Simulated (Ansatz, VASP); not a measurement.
**SnO2: VASP beside Ansatz**

INCAR

```
PREC = Accurate
ENCUT = 520
EDIFF = 1E-7
ISMEAR = 0
SIGMA = 0.02
LREAL = F
LASPH = T
NELM = 120
ALGO = Normal
ISIF = 2
LWAVE = F
LCHARG = F
GGA = PE
IBRION = 2
NSW = 60
EDIFFG = -0.008
GGA_COMPAT = F
NELMIN = 4
KPAR = 4
```

File KPOINTS:

```
regular mesh
0
Gamma
  6 6 8
```

The input POSCAR:

```
SnO2
1.0
    4.8271903440      0.0000000000      0.0000000000
    0.0000000000      4.8271903440      0.0000000000
    0.1457168513      0.0000000000      3.2381522517
Sn O
2 4
Direct
    0.5000000000      0.5000000000      0.5000000000
    0.0000000000      0.0000000000      0.0000000000
    0.1938489288      0.8069250228      0.4965323183
    0.8061510712      0.1930749772      0.5034676817
    0.3061510712      0.3069250228      0.0034676817
    0.6938489288      0.6930749772     -0.0034676817
```

Input for Ansatz:

```yaml
crystal:
  lattice:
    - [4.827190344, 0.0, 0.0]
    - [0.0, 4.827190344, 0.0]
    - [0.1457168513, 0.0, 3.2381522517]
  atoms:
    - { symbol: Sn, position: [0.5, 0.5, 0.5] }
    - { symbol: Sn, position: [0.0, 0.0, 0.0] }
    - { symbol: O, position: [0.1938489288, 0.8069250228, 0.4965323183] }
    - { symbol: O, position: [0.8061510712, 0.1930749772, 0.5034676817] }
    - { symbol: O, position: [0.3061510712, 0.3069250228, 0.0034676817] }
    - { symbol: O, position: [0.6938489288, 0.6930749772, -0.0034676817] }
basis:
  ecutwfc: 420
kpoints:
  mp_grid: { grid: [6, 6, 8] }
hamiltonian:
  xc: pbe
scf:
  occupations: { method: gaussian, width: 0.02 }
output:
  forces: true
  stress: true
  eigenvalues: true
relax:
  adjacent_minimum: "off"
  f_tol: 0.008
  max_steps: 40
```

Change from the starting cell: shear of c along a, cell held, atoms relaxed: +4.5 %.

Alike in both runs: task relaxation of the atoms; functional PBE; k mesh 6 × 6 × 8; occupations gaussian, width 0.02 eV; no spin polarisation.

```csv
,VASP,Ansatz
version,VASP 6.6.1,Ansatz 0.2.0
potentials or method,"VASP PAW PBE potentials, release 64 (Sn_d, O), cutoff 520 eV","scalar-relativistic, plane waves, PAW"
valence electrons in the cell,52,52
```

Ansatz gave:

| Item | Value |
| --- | --- |
| gap on the k mesh at the Fermi level, each at its own relaxed structure (eV) | 0.66 |

Q: Estimate VASP's values.

A: gap on the k mesh at the Fermi level, each at its own relaxed structure (eV): 0.65.

Ansatz's warnings: stress scf threshold loose.
